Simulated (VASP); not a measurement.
Set up this calculation in VASP 6.6.1, as the native input.

```
Task                   : single point
Functional             : PBE
Potentials or basis    : VASP PAW PBE potentials, release 64 (Rh_pv)
Cutoff                 : 520 eV
k mesh                 : 26 × 26 × 26
Occupations            : gaussian, width 0.15 eV
Spin                   : no spin polarisation
Dipole correction      : no
Further INCAR settings : ALGO = Fast; EDIFF = 1e-07; NBANDS = 14
```

The structure of Rh lies in POSCAR:

```
Rh
1.0
    0.0000000000      1.7713430056      1.9149654115
    1.9149654115      0.0000000000      1.9149654115
    1.9149654115      1.7713430056      0.0000000000
Rh
1
Direct
    0.0000000000      0.0000000000      0.0000000000
```

This cell differs from its parent crystal: strain -0.0750 x Voigt [0, 1, 0, 0, 0, 0].

The input as run:

INCAR

```
SYSTEM = Rh
PREC = Accurate
ENCUT = 520
EDIFF = 1E-7
ISMEAR = 0
SIGMA = 0.15
LREAL = .FALSE.
LASPH = .TRUE.
NELM = 100
ALGO = Fast
ISIF = 2
LWAVE = .FALSE.
LCHARG = .FALSE.
GGA = PE
NBANDS = 14
```

KPOINTS

```
Automatic mesh
0
G
  26 26 26
  0 0 0
```

Potentials or basis: VASP PAW PBE potentials, release 64 (Rh_pv).

Launch:

```console
$ cat potpaw_PBE.64/Rh_pv/POTCAR > POTCAR
$ mpirun -np 1 vasp_std > vasp.out
```

Results of the run:

* Pressure: 25.7 GPa
* Band gap on the k mesh: zero (an odd number of electrons rules out a gap without spin polarisation)

Caveat: the cell differs from its parent crystal (strain -0.0750 x Voigt [0, 1, 0, 0, 0, 0]); the cell stands under pressure.

Run time: 3.7 min on 1 thread of Intel(R) Xeon(R) Platinum 8259CL CPU @ 2.50GHz (Skylake/Cascade Lake) (shared host), peak memory 0.32 GiB.
